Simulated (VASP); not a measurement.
Write the native input for VASP 6.6.1 that does the following.

```yaml
Task: electric field gradients
Functional: LDA
Potentials_or_basis: VASP PAW LDA potentials, release 64 (La, Te)
Cutoff: 520 eV
k_mesh: 10 × 10 × 10
Occupations: fermi-dirac, width 0.08 eV
Spin: no spin polarisation
Dipole_correction: no
Further_INCAR_settings: ALGO = Normal; EDIFF = 1e-08; NBANDS = 16
```

The structure of LaTe lies in POSCAR:

```
LaTe
1.0
    0.0000000000      3.2739767728      3.2739767728
    3.2739767728      0.0000000000      3.2739767728
    3.2739767728      3.2739767728      0.0000000000
La Te
1 1
Direct
    0.0000000000      0.0000000000      0.0000000000
    0.5000000000      0.5000000000      0.5000000000
```

One way to write it, as run:

INCAR

```
PREC     = Accurate       # precision mode
ENCUT    = 520            # plane-wave cutoff, eV
EDIFF    = 1E-8           # SCF threshold, eV
ISMEAR   = -1             # smearing method
SIGMA    = 0.08           # smearing width, eV
LREAL    = False          # projectors in reciprocal space
LASPH    = True           # aspherical terms in the spheres
NELM     = 100            # most SCF steps
ALGO     = Normal         # electronic algorithm
ISIF     = 2              # what is computed and relaxed
LWAVE    = False          # write WAVECAR
LCHARG   = False          # write CHGCAR
LEFG     = True         
NBANDS   = 16             # bands
```

KPOINTS

```
regular mesh
0
Gamma
  10 10 10
```

Potentials or basis: VASP PAW LDA potentials, release 64 (La, Te).

Command:

```bash
$ cat potpaw_LDA.64/La/POTCAR potpaw_LDA.64/Te/POTCAR > POTCAR
$ mpirun -np 1 vasp_std > vasp.out
```

Results of the run:

```yaml
Pressure: -4.9 GPa
Band_gap_on_the_k_mesh: zero (an odd number of electrons rules out a gap without spin polarisation)
Largest_electric_field_gradient_by_atom: zero within the noise of the run
```

Caveat: the cell stands under tension; spin-orbit coupling is left out, which moves the levels of the heavy elements.

Run time: 53 s on 1 thread of Intel(R) Xeon(R) Platinum 8375C CPU @ 2.90GHz (Ice Lake) (shared host), peak memory 0.22 GiB.
